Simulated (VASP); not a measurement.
Here is a VASP 6.6.1 calculation.

Contents of INCAR:

```
PREC = Accurate
ENCUT = 500
EDIFF = 1E-7
ISMEAR = -1
SIGMA = 0.05
LREAL = Auto
LASPH = True
NELM = 120
ALGO = Normal
ISIF = 8
LWAVE = False
LCHARG = False
GGA = PS
IBRION = 2
NSW = 100
EDIFFG = -0.03
ISYM = -1
GGA_COMPAT = False
NELMIN = 4
KPAR = 1
```

KPOINTS

```
explicit points
1
Reciprocal
  0.25000000   0.25000000   0.25000000 1
```

File POSCAR:

```
In7GaAs8
1.0
   12.0721140000      0.0000000000      0.0000000000
    0.0000000000     12.0721140000      0.0000000000
    0.0000000000      0.0000000000     12.0721140000
Ga In As
4 28 32
Direct
    0.9996950000      0.9964910000      0.9985400000
    0.0016340000      0.4995680000      0.4994550000
    0.4999160000      0.5003540000      0.9991400000
    0.0003380000      0.2492120000      0.7486710000
    0.9994910000      0.9973550000      0.5001890000
    0.0010750000      0.5006570000      0.0003100000
    0.4981070000      0.9983400000      0.0005230000
    0.4977380000      0.0011720000      0.5021170000
    0.5025590000      0.5005010000      0.4958280000
    0.2510770000      0.2488490000      0.9989590000
    0.2495750000      0.2495530000      0.4999620000
    0.2519630000      0.7495120000      0.9985780000
    0.2473690000      0.7492720000      0.5001520000
    0.7493770000      0.2490200000      0.9997450000
    0.7479360000      0.2509910000      0.5009480000
    0.7458700000      0.7494290000      0.0003120000
    0.7515630000      0.7490120000      0.4987080000
    0.2498610000      0.0001620000      0.2500830000
    0.2525270000      0.9999170000      0.7506880000
    0.2480860000      0.5001800000      0.2486420000
    0.2483600000      0.5004040000      0.7524230000
    0.7462670000      0.9993760000      0.2518150000
    0.7466490000      0.9972970000      0.7486980000
    0.7448350000      0.4991760000      0.2491100000
    0.7498980000      0.5003940000      0.7531810000
    0.9989640000      0.2512690000      0.2503060000
    0.9989490000      0.7466320000      0.2505360000
    0.9988050000      0.7478980000      0.7497610000
    0.4997970000      0.2527730000      0.2507790000
    0.4994010000      0.2480720000      0.7481940000
    0.5034850000      0.7501370000      0.2476190000
    0.5004320000      0.7505910000      0.7497090000
    0.1255290000      0.1258490000      0.1210130000
    0.1265980000      0.1210200000      0.6265420000
    0.1257830000      0.6271970000      0.1271410000
    0.1275320000      0.6246900000      0.6256680000
    0.6264000000      0.1264570000      0.1241670000
    0.6289590000      0.1219160000      0.6257970000
    0.6241300000      0.6264270000      0.1252610000
    0.6219760000      0.6224660000      0.6231280000
    0.3768010000      0.3739880000      0.1249340000
    0.3756150000      0.3752380000      0.6240230000
    0.3740900000      0.8738740000      0.1243160000
    0.3745910000      0.8752990000      0.6224690000
    0.8756870000      0.3758070000      0.1229570000
    0.8755920000      0.3762740000      0.6264660000
    0.8754280000      0.8757800000      0.1272110000
    0.8752650000      0.8767330000      0.6219960000
    0.3739510000      0.1251780000      0.3737620000
    0.3720780000      0.1261250000      0.8772520000
    0.3731200000      0.6239240000      0.3749590000
    0.3732420000      0.6256470000      0.8745920000
    0.8755730000      0.1263180000      0.3753920000
    0.8748620000      0.1251230000      0.8771150000
    0.8778430000      0.6245840000      0.3784120000
    0.8773300000      0.6264180000      0.8763830000
    0.1267180000      0.3751060000      0.3747150000
    0.1249430000      0.3759790000      0.8738380000
    0.1240030000      0.8737340000      0.3736240000
    0.1271820000      0.8752980000      0.8759840000
    0.6232960000      0.3766660000      0.3748640000
    0.6273220000      0.3750390000      0.8718660000
    0.6252710000      0.8755770000      0.3761930000
    0.6241210000      0.8741770000      0.8766860000
```

Potentials or basis: VASP PAW PBE potentials, release 64 (Ga_d, In_d, As).

The run is started by

```sh
$ cat potpaw_PBE.64/Ga_d/POTCAR potpaw_PBE.64/In_d/POTCAR potpaw_PBE.64/As/POTCAR > POTCAR
$ mpirun -np 4 vasp_std > vasp.out
```

Q: Estimate the relaxed cell.

A: a = 12.075 Å, b = 12.075 Å, c = 12.075 Å, α = 90.00°, β = 90.00°, γ = 90.00°.

Q: What does it give for the relaxed volume?

A: 27.51 Å³/atom.

Q: Predict the space group after relaxing (to 0.1 Å).

A: Cm (No. 8).

Stress tensor (GPa, compression positive):
```
 0.00 -0.50 -0.50
-0.50 -0.02 -0.50
-0.50 -0.50 -0.02
```

Caveat: the PAW data sets were made with another functional, which shifts forces and pressure a little.
